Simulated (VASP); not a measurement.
KI:

```
K I
1.0
     4.29109    0.00000    0.00000
     0.00000    4.29109    0.00000
     0.00000    0.00000    4.29109
K I
1 1
Direct
  0.00000 0.00000 0.00000
  0.50000 0.50000 0.50000
```

Base run:

| Quantity | Value |
| --- | --- |
| Program | VASP 6.6.1 |
| Functional | PBE0 |
| Potentials or basis | VASP PAW PBE potentials, release 64 (K_sv, I) |
| Cutoff | 520 eV |
| k mesh | 4 × 4 × 4 |
| Occupations | gaussian, width 0.01 eV |
| Spin | no spin polarisation |

Its results: band gap on the k mesh 5.00 eV (least direct gap 5.40 eV); pressure 0.2 GPa.

**Question.** The run is repeated on the same cell with these changes: functional from PBE0 to HSE06; further incar settings from ALGO = Normal; EDIFF = 1e-06; NBANDS = 15 to ALGO = Normal; EDIFF = 1e-07; NBANDS = 15. What comes out?

**Answer.** Band gap on the k mesh 4.30 eV (least direct gap 4.69 eV); pressure 0.3 GPa.

Caveats: the PAW data sets were made with another functional, which shifts forces and pressure a little; spin-orbit coupling is left out, which moves the levels of the heavy elements.

A k mesh can miss the band edges.
